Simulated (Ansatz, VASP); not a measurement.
Two plane-wave programs on InAs

The input INCAR:

```
SYSTEM = InAs
PREC     = Accurate       ! precision mode
ENCUT    = 520            ! plane-wave cutoff, eV
EDIFF    = 1E-6           ! SCF threshold, eV
ISMEAR   = 0              ! smearing method
SIGMA    = 0.01           ! smearing width, eV
LREAL    = .False.        ! projectors in reciprocal space
LASPH    = .True.         ! aspherical terms in the spheres
NELM     = 60             ! most SCF steps
ALGO     = Normal         ! electronic algorithm
ISIF     = 2              ! what is computed and relaxed
LWAVE    = .False.        ! write WAVECAR
LCHARG   = .False.        ! write CHGCAR
GGA      = PS             ! functional
NBANDS   = 16             ! bands
```

File KPOINTS:

```
Automatic mesh
0
Gamma
  10 10 10
  0 0 0
```

File POSCAR:

```
InAs
1.0
    0.0000000000      3.0438748346      3.0438748346
    3.0438748346      0.0000000000      3.0438748346
    3.0438748346      3.0438748346      0.0000000000
In As
1 1
Direct
    0.0000000000      0.0000000000      0.0000000000
    0.2500000000      0.2500000000      0.2500000000
```

Input for Ansatz:

```yaml
crystal:
  lattice:
    - [0.0, 3.0438748346, 3.0438748346]
    - [3.0438748346, 0.0, 3.0438748346]
    - [3.0438748346, 3.0438748346, 0.0]
  atoms:
    - { symbol: In, position: [0.0, 0.0, 0.0] }
    - { symbol: As, position: [0.25, 0.25, 0.25] }
basis:
  ecutwfc: 600.0
kpoints:
  mp_grid: { grid: [10, 10, 10] }
  band_path:
    path:
      - [0.0, 0.0, 0.0]
      - [0.0, 0.0, 0.0]
      - [0.5, 0.5, 0.0]
      - [0.5, 0.5, 0.5]
      - [0.0058133727, 0.0058133727, 0.0]
      - [-0.0058133727, -0.0058133727, 0.0]
      - [0.0067127046, 0.0067127046, 0.0067127046]
      - [-0.0067127046, -0.0067127046, -0.0067127046]
      - [0.0058133727, 0.0058133727, 0.0]
      - [-0.0058133727, -0.0058133727, 0.0]
      - [0.5058133727, 0.5058133727, 0.0]
      - [0.4941866273, 0.4941866273, 0.0]
      - [0.5, 0.5058133727, 0.0058133727]
      - [0.5, 0.4941866273, -0.0058133727]
      - [0.5067127046, 0.5067127046, 0.5067127046]
      - [0.4932872954, 0.4932872954, 0.4932872954]
      - [0.4958893247, 0.5041106753, 0.5]
      - [0.5041106753, 0.4958893247, 0.5]
    npoints: 1
hamiltonian:
  xc: pbesol
  pseudopotentials: { kind: paw, azcp: { folder: soft_1 } }
scf:
  occupations: { method: gaussian, width: 0.01 }
  n_extra_bands: 5
output:
  forces: true
  stress: true
  eigenvalues: true
```

Alike in both runs: task single point; functional PBEsol; k mesh 10 × 10 × 10; occupations gaussian, width 0.01 eV; no spin polarisation.

```csv
,VASP,Ansatz
version,VASP 6.6.1,Ansatz 0.2.0
potentials or method,"VASP PAW PBE potentials, release 64 (In_d, As), cutoff 520 eV","scalar-relativistic, plane waves, PAW"
valence electrons in the cell,18,28
```

|  | VASP | Ansatz | Ansatz less VASP |
| --- | --- | --- | --- |
| gap on the k mesh at the Fermi level (eV) | none | none | - |
| pressure (GPa) | 0.1 | 0.0 | -0.07 |

VASP's potentials were made for PBE, not for PBEsol, and Ansatz warns of the same on its side. A gap of «none» marks a metal or a gap that the smearing closes. VASP's potentials hold 18 valence electrons a cell and Ansatz's 28, so a difference there can come from the potentials and not from the codes.
